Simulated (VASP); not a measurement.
# Rb2HgHF2 (P4/mmm) in VASP: relaxation of cell and atoms with PBE+D3(BJ)

Aim: the relaxation of cell and atoms of Rb2HgHF2 with PBE+D3(BJ).

Everything below comes from runs of VASP 6.6.1. Logs are shortened: lines on timing, memory, paths and dates and some standing lists are left out, and cuts for length are marked.

### 1 The cell of the first run

The structure is tetragonal, space group P4/mmm (No. 123). Conventional cell: a = 3.655 Å, b = 3.655 Å, c = 12.700 Å, α = 90.00°, β = 90.00°, γ = 90.00°. Rb (site symmetry 4mm) has 1 F at 2.38 Å and 4 H at 3.10 Å within 3.2 Å. Hg (site symmetry 4/mmm) has 2 F at 2.25 Å within 3.0 Å. Within 4.1 Å of H (site symmetry 4/mmm) lie 8 Rb at 3.10 Å and 4 H at 3.65 Å. Within 3.0 Å of F (site symmetry 4mm) lie 1 Hg at 2.25 Å and 1 Rb at 2.38 Å.

### 2 Relaxation of cell and atoms, PBE+D3(BJ)

INCAR reads:

```
PREC = Accurate ; ENCUT = 600
EDIFF = 1E-6 ; ISMEAR = 0
SIGMA = 0.1 ; LREAL = False
LASPH = True ; NELM = 100
ALGO = Normal ; ISIF = 3
LWAVE = False ; LCHARG = False
GGA = PE ; IVDW = 12
IBRION = 2 ; NSW = 100
EDIFFG = -0.01
```

KPOINTS reads:

```
Automatic mesh
0
Gamma
  10 10 4
```

POSCAR reads:

```
Rb2HgHF2
1.0
    3.6546036952      0.0000000000      0.0000000000
    0.0000000000      3.6546036952      0.0000000000
    0.0000000000      0.0000000000     12.6995954977
Rb Hg H F
2 1 1 2
Direct
    0.0000000000      0.0000000000      0.1354568201
    0.0000000000      0.0000000000      0.8645431799
    0.0000000000      0.0000000000      0.5000000000
    0.5000000000      0.5000000000      0.0000000000
    0.0000000000      0.0000000000      0.6769594416
    0.0000000000      0.0000000000      0.3230405584
```

Potentials or basis: VASP PAW PBE potentials, release 64 (Rb_sv, Hg, H, F).

The run is started by

```sh
cat potpaw_PBE.64/Rb_sv/POTCAR potpaw_PBE.64/Hg/POTCAR potpaw_PBE.64/H/POTCAR potpaw_PBE.64/F/POTCAR > POTCAR
mpirun -np 1 vasp_std > vasp.out
```

OUTCAR:

```text
PREC = Accurate
   ENCUT = 600
   EDIFF = 1E-6
   ISMEAR = 0
   LREAL = False
   LASPH = True
   NELM = 100
   ISIF = 3
   GGA = PE
   IVDW = 12
   IBRION = 2
   NSW = 100
   EDIFFG = -0.01
 IVDW          = 12

 ion  position               nearest neighbor table
   1  0.000  0.000  0.135-   6 2.38   4 3.10   4 3.10   4 3.10   4 3.10   2 3.44   3 4.63   2 5.02
                             2 5.02   2 5.02   2 5.02
   2  0.000  0.000  0.865-   5 2.38   4 3.10   4 3.10   4 3.10   4 3.10   1 3.44   3 4.63   1 5.02
                             1 5.02   1 5.02   1 5.02
   3  0.000  0.000  0.500-   5 2.25   6 2.25   1 4.63   2 4.63
   4  0.500  0.500  0.000-   1 3.10   2 3.10   1 3.10   2 3.10   1 3.10   2 3.10   1 3.10   2 3.10

   5  0.000  0.000  0.677-   3 2.25   2 2.38
   6  0.000  0.000  0.323-   3 2.25   1 2.38

  LATTYP: Found a simple tetragonal cell.
 ALAT       =     3.6546036952
 C/A-ratio  =     3.4749583147

  Lattice vectors:

 A1 = (   3.6546036952,   0.0000000000,   0.0000000000)
 A2 = (   0.0000000000,   3.6546036952,   0.0000000000)
 A3 = (   0.0000000000,   0.0000000000,  12.6995954977)

Analysis of symmetry for initial positions (statically):
=====================================================================
 Subroutine PRICEL returns:
 Original cell was already a primitive cell.

 Routine SETGRP: Setting up the symmetry group for a
 simple tetragonal supercell.

 Subroutine GETGRP returns: Found 16 space group operations
 (whereof 16 operations were pure point group operations)
 out of a pool of 16 trial point group operations.

The static configuration has the point symmetry D_4h.

Analysis of symmetry for dynamics (positions and initial velocities):
=====================================================================
 Subroutine PRICEL returns:
 Original cell was already a primitive cell.

 Routine SETGRP: Setting up the symmetry group for a
 simple tetragonal supercell.

 Subroutine GETGRP returns: Found 16 space group operations
 (whereof 16 operations were pure point group operations)
 out of a pool of 16 trial point group operations.

The dynamic configuration has the point symmetry D_4h.

 Subroutine INISYM returns: Found 16 space group operations
 (whereof 16 operations are pure point group operations),
 and found     1 'primitive' translations

----------------------------------------------------------------------------------------

                                     Primitive cell

  volume of cell :     169.6174

  direct lattice vectors                    reciprocal lattice vectors
     3.654603695  0.000000000  0.000000000     0.273627480  0.000000000  0.000000000
     0.000000000  3.654603695  0.000000000     0.000000000  0.273627480  0.000000000
     0.000000000  0.000000000 12.699595498     0.000000000  0.000000000  0.078742665

  length of vectors
     3.654603695  3.654603695 12.699595498     0.273627480  0.273627480  0.078742665

  position of ions in fractional coordinates (direct lattice)
     0.000000000  0.000000000  0.135456820
     0.000000000  0.000000000  0.864543180
     0.000000000  0.000000000  0.500000000
     0.500000000  0.500000000  0.000000000
     0.000000000  0.000000000  0.676959442
     0.000000000  0.000000000  0.323040558

  ion indices of the primitive-cell ions
   primitive index   ion index
                 1           1
                 2           2
                 3           3
                 4           4
                 5           5
                 6           6

----------------------------------------------------------------------------------------

 KPOINTS: Automatic mesh

Automatic generation of k-mesh.
 Grid dimensions read from file:
 generate k-points for:   10   10    4

 Generating k-lattice:

  Cartesian coordinates                     Fractional coordinates (reciprocal lattice)
     0.027362748  0.000000000  0.000000000     0.100000000  0.000000000  0.000000000
     0.000000000  0.027362748  0.000000000     0.000000000  0.100000000  0.000000000
     0.000000000  0.000000000  0.019685666     0.000000000  0.000000000  0.250000000

  Length of vectors
     0.027362748  0.027362748  0.019685666

  Shift w.r.t. Gamma in fractional coordinates (k-lattice)
     0.000000000  0.000000000  0.000000000

 Subroutine IBZKPT returns following result:
 ===========================================

 Found     63 irreducible k-points:

 Following reciprocal coordinates:
            Coordinates               Weight
  0.000000  0.000000  0.000000      1.000000
  0.100000  0.000000  0.000000      4.000000
  0.200000  0.000000  0.000000      4.000000
  0.300000  0.000000  0.000000      4.000000
  0.400000  0.000000  0.000000      4.000000
  0.500000  0.000000  0.000000      2.000000
[... 16 lines left out ...]
  0.100000  0.000000  0.250000      8.000000
  0.200000  0.000000  0.250000      8.000000
 [... further k-points ...]
   k-points           NKPTS =     63   k-points in BZ     NKDIM =     63   number of bands    NBANDS=     27
   number of dos      NEDOS =    301   number of ions     NIONS =      6
   total plane-waves  NPLWV =  97200
   dimension x,y,z NGX =    30 NGY =   30 NGZ =  108
   dimension x,y,z NGXF=    60 NGYF=   60 NGZF=  216
   ions per type =               2   1   1   2
   NGX,Y,Z   is equivalent  to a cutoff of  13.65, 13.65, 14.14 a.u.
   NGXF,Y,Z  is equivalent  to a cutoff of  27.29, 27.29, 28.28 a.u.
 SYSTEM =  unknown system
   PREC   = accura    normal or accurate (medium, high low for compatibility)
   ISTART =      0    job   : 0-new  1-cont  2-samecut
   ICHARG =      2    charge: 1-file 2-atom 10-const
   ISPIN  =      1    spin polarized calculation?
   LNONCOLLINEAR =      F non collinear calculations
   LSORBIT =      F    spin-orbit coupling
   LASPH  =      T    aspherical Exc in radial PAW
   ENCUT  =  600.0 eV  44.10 Ry    6.64 a.u.   7.30  7.30 25.36*2*pi/ulx,y,z
   NELM   =    100;   NELMIN=  2; NELMDL= -5     # of ELM steps
   EDIFF  = 0.1E-05   stopping-criterion for ELM
   LREAL  =      F    real-space projection
   EDIFFG = -.1E-01   stopping-criterion for IOM
   NSW    =    100    number of steps for IOM
   IBRION =      2    ionic relax: 0-MD 1-quasi-New 2-CG
   NFREE  =      1    steps in history (QN), initial steepest desc. (CG)
   ISIF   =      3    stress and relaxation
   ISYM   =      2    0-nonsym 1-usesym 2-fastsym
   POTIM  = 0.5000    time-step for ionic-motion
   TEBEG  =    0.0;   TEEND  =   0.0 temperature during run
   PSTRESS=    0.0 pullay stress
   NELECT =      45.0000    total number of electrons
   NUPDOWN=      -1.0000    fix difference up-down
   EMIN   =  10.00;   EMAX   =-10.00  energy-range for DOS
   EFERMI =   0.00;   METHOD = LEGACY
   ISMEAR =     0;   SIGMA  =   0.10  broadening in eV -4-tet -1-fermi 0-gaus
   EFERMI_NEDOS =   21; number of points for ismear=-14 and -15
   IALGO  =     38    algorithm
   IMIX   =      4    mixing-type and parameters
     AMIX     =   0.40;   BMIX     =  1.00
     AMIX_MAG =   1.60;   BMIX_MAG =  1.00
  volume/ion in A,a.u.               =      28.27       190.77
  Fermi-wavevector in a.u.,A,eV,Ry     =   1.051935  1.987869 15.055757  1.106567
  Thomas-Fermi vector in A             =   2.186998
   LORBIT       =      0    0 simple, 1 ext, 2 COOP (PROOUT), +10 PAW based schemes
   GGA     = PE    functional components
   LHFCALC =     F    Hartree Fock is set to
   AEXX    =    0.0000 exact exchange contribution
   IVDW    =    12    specifies the selected vdW correction
   LEPSILON=     F    determine dielectric tensor
   LRPA    =     F    only Hartree local field effects (RPA)
 conjugate gradient relaxation of ions
 non-spin polarized calculation
 Gauss-broadening in eV      SIGMA  =   0.10
  energy-cutoff  :      600.00
  volume of cell :      169.62
 maximum number of plane-waves:      5723
 NGX is ok and might be reduce to    30
   NGX = 15   NGY = 15   NGZ = 51

--------------------------------------- Ionic step        1  -------------------------------------------

 number of electron      44.9999978 magnetization

 Free energy of the ion-electron system (eV)
  ---------------------------------------------------
  ext. energy  EPLUGINS =         0.00000000
  ---------------------------------------------------
  free energy    TOTEN  =       -14.73073711 eV

  energy without entropy =      -14.72360964  energy(sigma->0) =      -14.72717338

------------------------ aborting loop because EDIFF is reached ----------------------------------------

 Edisp (eV)   -0.71418

 E8    (eV) :    -0.3409

  FORCE on cell =-STRESS in cart. coord.  units (eV):
  Direction    XX          YY          ZZ          XY          YZ          ZX
  --------------------------------------------------------------------------------------
  -------------------------------------------------------------------------------------
  Total       0.05007     0.05007     0.53750     0.00000     0.00000     0.00000
  in kB       0.47292     0.47292     5.07717     0.00000     0.00000     0.00000
  external pressure =        2.01 kB  Pullay stress =        0.00 kB
[... 289 lines left out ...]
  energy  without entropy=      -15.4390163747  energy(sigma->0) =      -15.44260175

--------------------------------------- Ionic step        8  -------------------------------------------

 number of electron      44.9999978 magnetization

 Free energy of the ion-electron system (eV)
  ---------------------------------------------------
  ext. energy  EPLUGINS =         0.00000000
  ---------------------------------------------------
  free energy    TOTEN  =       -14.74008646 eV

  energy without entropy =      -14.73290219  energy(sigma->0) =      -14.73649432

 E-fermi :  -0.2353     XC(G=0):  -7.1628

 val. band max:       -0.2514897342   @ k =   0.4000   0.0000   0.2500
 cond. band min:      -0.2305778637   @ k =   0.4000   0.1000   0.0000
 fundamental gap:      0.0209118705
 Fermi energy:        -0.2352771667

 k-point     1 :       0.0000    0.0000    0.0000
  band No.  band energies     occupation
      1     -28.1866      2.00000
      2     -28.1157      2.00000
      3     -22.1731      2.00000
      4     -22.1230      2.00000
      5     -12.5124      2.00000
      6     -11.9703      2.00000
[... 709 lines left out ...]
     26       3.7940      0.00000
     27       4.3888      0.00000

 [... further k-points ...]

------------------------ aborting loop because EDIFF is reached ----------------------------------------

 Edisp (eV)   -0.70616

 E8    (eV) :    -0.3370

  FORCE on cell =-STRESS in cart. coord.  units (eV):
  Direction    XX          YY          ZZ          XY          YZ          ZX
  --------------------------------------------------------------------------------------
  -------------------------------------------------------------------------------------
  Total       0.00059     0.00059    -0.03246     0.00000     0.00000     0.00000
  in kB       0.00556     0.00556    -0.30345     0.00000     0.00000     0.00000
  external pressure =       -0.10 kB  Pullay stress =        0.00 kB
[... 21 lines left out ...]
  FREE ENERGIE OF THE ION-ELECTRON SYSTEM (eV)
  ---------------------------------------------------
  free  energy   TOTEN  =       -15.4462500170 eV

  energy  without entropy=      -15.4390657461  energy(sigma->0) =      -15.44265788

 reached required accuracy - stopping structural energy minimisation
```

Wall time 13 min (1 thread of AMD EPYC 9R45 (Zen 5), shared host); peak memory 0.57 GiB.

Results:

* Free energy: -15.4463 eV
* Relaxed volume: 28.57 Å³/atom
* Relaxed cell: a = 3.669 Å, b = 3.669 Å, c = 12.734 Å, α = 90.00°, β = 90.00°, γ = 90.00°
* Space group after relaxing (to 0.1 Å): P4/mmm (No. 123)
* Energy gained by relaxing: 0.2 meV/atom
* Ionic steps: 8
* Pressure after relaxing: 0.0 GPa
* Largest force after relaxing: 0.007 eV/Å
* Band gap on the k mesh: zero (an odd number of electrons rules out a gap without spin polarisation)
* Dispersion energy per atom: -0.118 eV

Forces on the atoms (eV/Å):
```
Rb   0.000  0.000  0.003
Rb   0.000  0.000 -0.003
Hg   0.000  0.000  0.000
H    0.000  0.000  0.000
F    0.000  0.000 -0.007
F    0.000  0.000  0.007
```

The path:
```csv
step,energy change (eV),largest force (eV/Å),pressure (GPa),volume (Å³)
1,0.0000,0.0424,0.20,169.62
2,-0.0009,0.0200,-0.02,170.49
3,-0.0010,0.0254,0.03,170.28
4,-0.0010,0.0255,0.03,170.27
5,-0.0011,0.0101,0.03,170.42
6,-0.0012,0.0230,0.02,170.71
7,-0.0013,0.0153,0.01,170.92
8,-0.0013,0.0068,-0.01,171.41
```

Final structure:
```yaml
crystal:
  lattice:
    - [3.66885, 0.00000, 0.00000]
    - [0.00000, 3.66885, 0.00000]
    - [0.00000, 0.00000, 12.73422]
  atoms:
    - { symbol: Rb, position: [0.00000, 0.00000, 0.13498] }
    - { symbol: Rb, position: [0.00000, 0.00000, 0.86502] }
    - { symbol: Hg, position: [0.00000, 0.00000, 0.50000] }
    - { symbol: H, position: [0.50000, 0.50000, 0.00000] }
    - { symbol: F, position: [0.00000, 0.00000, 0.67741] }
    - { symbol: F, position: [0.00000, 0.00000, 0.32259] }
```

Caveat: spin-orbit coupling is left out, which moves the levels of the heavy elements; an odd number of electrons without spin polarisation forces a metal; a magnetic or distorted state may lie lower.

The gap in the log of VASP goes by the Fermi energy; the results here count the filled bands.